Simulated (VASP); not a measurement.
# ScH: single point with PBE+D3(BJ)

Sheet: ScH, a sheet with vacuum.

```xyz
4
Lattice="3.4085 0.0000 0.0000 -1.7042 2.9518 0.0000 0.0000 0.0000 18.0000" Properties=species:S:1:pos:R:3 pbc="T T T"
Sc    0.0000    1.9679    7.1100
Sc    1.7042    0.9839   10.8900
H     0.0000    0.0000    7.1100
H     0.0000    0.0000   10.8900
```

```yaml
Program: VASP 6.6.1
Task: single point
Functional: PBE
Dispersion: D3(BJ)
Potentials_or_basis: VASP PAW PBE potentials, release 64 (Sc_sv, H)
Cutoff: 400 eV
k_mesh: 6 × 6 × 1
Occupations: gaussian, width 0.1 eV
Spin: no spin polarisation
Dipole_correction: yes
Further_INCAR_settings: ALGO = Normal; EDIFF = 1e-06; NBANDS = 20; NELMDL = -8
```

The largest force is 1.038 eV/Å and the band gap on the k mesh is zero (band 12 reaches -0.96 eV, above the bottom of band 13 at -1.30 eV). The dispersion energy per atom is -0.121 eV.

Forces in eV/Å, atoms in the order of the input:
```
Sc   0.000  0.000  1.038
Sc   0.000  0.000 -1.038
H    0.000  0.000 -0.336
H    0.000  0.000  0.336
```

Levels at points of the mesh, in eV from the Fermi level:
```csv
k point,band 10,band 11,band 12,band 13,band 14,band 15
"(0.00, 0.00, 0.00)",-6.19,-0.71,-0.03,-0.01,1.14,1.14
"(0.50, 0.00, 0.00)",-4.52,-0.21,-0.13,0.07,0.22,1.64
```

Run time: 33 s on 1 thread of AMD EPYC 7R43 64-Core Processor (Zen 3) (shared host), peak memory 0.2 GiB.
